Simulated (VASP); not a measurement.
# WC (P-6m2) in VASP: notebook

Runs on WC. Level: PBE. Tasks: relaxation of shape and atoms at fixed volume, single point.

Everything below comes from runs of VASP 6.6.1. Logs are shortened: lines on timing, memory, paths and dates and some standing lists are left out, and cuts for length are marked.

## Step 1: The cell of the first run

The structure is hexagonal, space group P-6m2 (No. 187). The conventional cell has a = 2.793 Å, b = 2.793 Å, c = 2.742 Å, α = 90.00°, β = 90.00°, γ = 120.00°. W (site symmetry -6m2) has 6 C at 2.12 Å and 8 W at 2.74 to 2.79 Å within 2.8 Å. Within 2.8 Å of C (site symmetry -6m2) lie 6 W at 2.12 Å and 8 C at 2.74 to 2.79 Å.

## Step 2: Relaxation of shape and atoms at fixed volume, PBE (9.26 Å³/atom)

File INCAR:

```
PREC = Accurate ; ENCUT = 600
EDIFF = 1E-7 ; ISMEAR = 0
SIGMA = 0.1 ; LREAL = False
LASPH = True ; NELM = 80
ALGO = Normal ; ISIF = 4
LWAVE = False ; LCHARG = False
GGA = PE ; IBRION = 2
NSW = 50 ; EDIFFG = -0.01
```

File KPOINTS:

```
regular mesh
0
Gamma
  18 18 14
```

File POSCAR:

```
WC
1.0
    2.7925676737      0.0000000000      0.0000000000
   -1.3962838369      2.4184345472      0.0000000000
    0.0000000000      0.0000000000      2.7424310698
W C
1 1
Direct
    0.0000000000      0.0000000000      0.0000000000
    0.6666666667      0.3333333333      0.5000000000
```

Potentials or basis: VASP PAW PBE potentials, release 64 (W_sv, C).

Started as:

```
$ cat potpaw_PBE.64/W_sv/POTCAR potpaw_PBE.64/C/POTCAR > POTCAR
$ mpirun -np 1 vasp_std > vasp.out
```

OUTCAR:

```text
PREC = Accurate
   ENCUT = 600
   EDIFF = 1E-7
   ISMEAR = 0
   LREAL = False
   LASPH = True
   NELM = 80
   ISIF = 4
   GGA = PE
   IBRION = 2
   NSW = 50
   EDIFFG = -0.01

 ion  position               nearest neighbor table
   1  0.000  0.000  0.000-   2 2.12   2 2.12   2 2.12   2 2.12   2 2.12   2 2.12
   2  0.667  0.333  0.500-   1 2.12   1 2.12   1 2.12   1 2.12   1 2.12   1 2.12

  LATTYP: Found a hexagonal cell.
 ALAT       =     2.7925676737
 C/A-ratio  =     0.9820464140

  Lattice vectors:

 A1 = (   2.7925676737,   0.0000000000,   0.0000000000)
 A2 = (  -1.3962838369,   2.4184345472,   0.0000000000)
 A3 = (   0.0000000000,   0.0000000000,   2.7424310698)

Analysis of symmetry for initial positions (statically):
=====================================================================
 Subroutine PRICEL returns:
 Original cell was already a primitive cell.

 Routine SETGRP: Setting up the symmetry group for a
 hexagonal supercell.

 Subroutine GETGRP returns: Found 12 space group operations
 (whereof 12 operations were pure point group operations)
 out of a pool of 24 trial point group operations.

The static configuration has the point symmetry D_3h.

Analysis of symmetry for dynamics (positions and initial velocities):
=====================================================================
 Subroutine PRICEL returns:
 Original cell was already a primitive cell.

 Routine SETGRP: Setting up the symmetry group for a
 hexagonal supercell.

 Subroutine GETGRP returns: Found 12 space group operations
 (whereof 12 operations were pure point group operations)
 out of a pool of 24 trial point group operations.

The dynamic configuration has the point symmetry D_3h.

 Subroutine INISYM returns: Found 12 space group operations
 (whereof 12 operations are pure point group operations),
 and found     1 'primitive' translations

----------------------------------------------------------------------------------------

                                     Primitive cell

  volume of cell :      18.5214

  direct lattice vectors                    reciprocal lattice vectors
     2.792567674  0.000000000  0.000000000     0.358093381  0.206745310  0.000000000
    -1.396283837  2.418434547  0.000000000     0.000000000  0.413490620  0.000000000
     0.000000000  0.000000000  2.742431070     0.000000000  0.000000000  0.364639976

  length of vectors
     2.792567674  2.792567674  2.742431070     0.413490620  0.413490620  0.364639976

  position of ions in fractional coordinates (direct lattice)
     0.000000000  0.000000000  0.000000000
     0.666666667  0.333333333  0.500000000

  ion indices of the primitive-cell ions
   primitive index   ion index
                 1           1
                 2           2

----------------------------------------------------------------------------------------

 KPOINTS: regular mesh

Automatic generation of k-mesh.
 Grid dimensions read from file:
 generate k-points for:   18   18   14

 Generating k-lattice:

  Cartesian coordinates                     Fractional coordinates (reciprocal lattice)
     0.019894077  0.011485851  0.000000000     0.055555556  0.000000000  0.000000000
     0.000000000  0.022971701  0.000000000     0.000000000  0.055555556  0.000000000
     0.000000000  0.000000000  0.026045713     0.000000000  0.000000000  0.071428571

  Length of vectors
     0.022971701  0.022971701  0.026045713

  Shift w.r.t. Gamma in fractional coordinates (k-lattice)
     0.000000000  0.000000000  0.000000000

 Subroutine IBZKPT returns following result:
 ===========================================

 Found    296 irreducible k-points:

 Following reciprocal coordinates:
            Coordinates               Weight
  0.000000  0.000000  0.000000      1.000000
  0.055556  0.000000  0.000000      6.000000
  0.111111  0.000000  0.000000      6.000000
  0.166667 -0.000000  0.000000      6.000000
  0.222222 -0.000000  0.000000      6.000000
  0.277778  0.000000  0.000000      6.000000
[... 16 lines left out ...]
  0.333333  0.111111  0.000000     12.000000
  0.388889  0.111111  0.000000     12.000000
 [... further k-points ...]
   k-points           NKPTS =    296   k-points in BZ     NKDIM =    296   number of bands    NBANDS=     13
   number of dos      NEDOS =    301   number of ions     NIONS =      2
   total plane-waves  NPLWV =  13824
   dimension x,y,z NGX =    24 NGY =   24 NGZ =   24
   dimension x,y,z NGXF=    48 NGYF=   48 NGZF=   48
   ions per type =               1   1
   NGX,Y,Z   is equivalent  to a cutoff of  14.29, 14.29, 14.55 a.u.
   NGXF,Y,Z  is equivalent  to a cutoff of  28.58, 28.58, 29.10 a.u.
 SYSTEM =  unknown system
   PREC   = accura    normal or accurate (medium, high low for compatibility)
   ISTART =      0    job   : 0-new  1-cont  2-samecut
   ICHARG =      2    charge: 1-file 2-atom 10-const
   ISPIN  =      1    spin polarized calculation?
   LNONCOLLINEAR =      F non collinear calculations
   LSORBIT =      F    spin-orbit coupling
   LASPH  =      T    aspherical Exc in radial PAW
   ENCUT  =  600.0 eV  44.10 Ry    6.64 a.u.   5.58  5.58  5.48*2*pi/ulx,y,z
   NELM   =     80;   NELMIN=  2; NELMDL= -5     # of ELM steps
   EDIFF  = 0.1E-06   stopping-criterion for ELM
   LREAL  =      F    real-space projection
   EDIFFG = -.1E-01   stopping-criterion for IOM
   NSW    =     50    number of steps for IOM
   IBRION =      2    ionic relax: 0-MD 1-quasi-New 2-CG
   NFREE  =      1    steps in history (QN), initial steepest desc. (CG)
   ISIF   =      4    stress and relaxation
   ISYM   =      2    0-nonsym 1-usesym 2-fastsym
   POTIM  = 0.5000    time-step for ionic-motion
   TEBEG  =    0.0;   TEEND  =   0.0 temperature during run
   PSTRESS=    0.0 pullay stress
   NELECT =      18.0000    total number of electrons
   NUPDOWN=      -1.0000    fix difference up-down
   EMIN   =  10.00;   EMAX   =-10.00  energy-range for DOS
   EFERMI =   0.00;   METHOD = LEGACY
   ISMEAR =     0;   SIGMA  =   0.10  broadening in eV -4-tet -1-fermi 0-gaus
   EFERMI_NEDOS =   21; number of points for ismear=-14 and -15
   IALGO  =     38    algorithm
   IMIX   =      4    mixing-type and parameters
     AMIX     =   0.40;   BMIX     =  1.00
     AMIX_MAG =   1.60;   BMIX_MAG =  1.00
  volume/ion in A,a.u.               =       9.26        62.49
  Fermi-wavevector in a.u.,A,eV,Ry     =   1.621590  3.064361 35.777259  2.629554
  Thomas-Fermi vector in A             =   2.715341
   LORBIT       =      0    0 simple, 1 ext, 2 COOP (PROOUT), +10 PAW based schemes
   GGA     = PE    functional components
   LHFCALC =     F    Hartree Fock is set to
   AEXX    =    0.0000 exact exchange contribution
   IVDW    =     0    specifies the selected vdW correction
   LEPSILON=     F    determine dielectric tensor
   LRPA    =     F    only Hartree local field effects (RPA)
 conjugate gradient relaxation of ions
 non-spin polarized calculation
 Gauss-broadening in eV      SIGMA  =   0.10
  energy-cutoff  :      600.00
  volume of cell :       18.52
 maximum number of plane-waves:       641
 NGX is ok and might be reduce to    24
   NGX = 11   NGY = 11   NGZ = 11

--------------------------------------- Ionic step        1  -------------------------------------------

 number of electron      18.0000000 magnetization

 Free energy of the ion-electron system (eV)
  ---------------------------------------------------
  ext. energy  EPLUGINS =         0.00000000
  ---------------------------------------------------
  free energy    TOTEN  =       -21.97409635 eV

  energy without entropy =      -21.97304330  energy(sigma->0) =      -21.97356983

------------------------ aborting loop because EDIFF is reached ----------------------------------------

  FORCE on cell =-STRESS in cart. coord.  units (eV):
  Direction    XX          YY          ZZ          XY          YZ          ZX
  --------------------------------------------------------------------------------------
  -------------------------------------------------------------------------------------
  Total        7.5309717      7.5309717      7.8639228     -0.0000000      0.0000000      0.0000000
  in kB      651.4601201    651.4601201    680.2617588     -0.0000000      0.0000000      0.0000000
  external PRESSURE =     661.0606663 kB  Pullay stress =       0.0000000 kB
[... 57 lines left out ...]
  energy  without entropy=      -21.9724957524  energy(sigma->0) =      -21.97299750

--------------------------------------- Ionic step        3  -------------------------------------------

 number of electron      18.0000000 magnetization

 Free energy of the ion-electron system (eV)
  ---------------------------------------------------
  ext. energy  EPLUGINS =         0.00000000
  ---------------------------------------------------
  free energy    TOTEN  =       -21.97440781 eV

  energy without entropy =      -21.97337219  energy(sigma->0) =      -21.97389000

 E-fermi :  12.8238     XC(G=0): -14.4461

 val. band max:       12.8104062294   @ k =   0.0000   0.0000   0.0000
 cond. band min:      12.8502329130   @ k =   0.5000   0.0000   0.3571
 fundamental gap:      0.0398266836
 Fermi energy:        12.8238057690

 k-point     1 :       0.0000    0.0000    0.0000
  band No.  band energies     occupation
      1     -60.9954      2.00000
      2     -24.9917      2.00000
      3     -24.8006      2.00000
      4     -24.8006      2.00000
      5      -2.5540      2.00000
      6       7.7565      2.00000
      7       9.0081      2.00000
      8       9.0081      2.00000
      9      12.8104      1.15030
     10      16.5591      0.00000
     11      16.5591      0.00000
     12      19.0206      0.00000
     13      19.0206      0.00000
[... 353 lines left out ...]
 k-point    24 :       0.3889    0.1111    0.0000
  band No.  band energies     occupation
      1     -60.8926      2.00000
      2     -25.9663      2.00000
      3     -25.1746      2.00000
      4     -24.8123      2.00000
      5       1.2560      2.00000
      6       5.3663      2.00000
      7       8.6419      2.00000
      8       8.6830      2.00000
      9      12.2481      2.00000
     10      14.7867      0.00000
     11      16.8821      0.00000
     12      18.4816      0.00000
     13      21.1722      0.00000

 [... further k-points ...]

------------------------ aborting loop because EDIFF is reached ----------------------------------------

  FORCE on cell =-STRESS in cart. coord.  units (eV):
  Direction    XX          YY          ZZ          XY          YZ          ZX
  --------------------------------------------------------------------------------------
  -------------------------------------------------------------------------------------
  Total        7.6224284      7.6224284      7.6301740     -0.0000000     -0.0000000      0.0000000
  in kB      659.3714992    659.3714992    660.0415211     -0.0000000     -0.0000000      0.0000000
  external PRESSURE =     659.5948398 kB  Pullay stress =       0.0000000 kB
[... 17 lines left out ...]
  FREE ENERGIE OF THE ION-ELECTRON SYSTEM (eV)
  ---------------------------------------------------
  free  energy   TOTEN  =       -21.9744078123 eV

  energy  without entropy=      -21.9733721936  energy(sigma->0) =      -21.97389000

 reached required accuracy - stopping structural energy minimisation
```

Run time: 82 s. Hardware: 1 thread of AMD EPYC 9R45 (Zen 5), shared host; peak memory 0.19 GiB.

The run converged, but its numbers aren't listed here, since they failed a check.

Caveat: spin-orbit coupling is left out, which moves the levels of the heavy elements.

(Continued in part 2 of 2.)
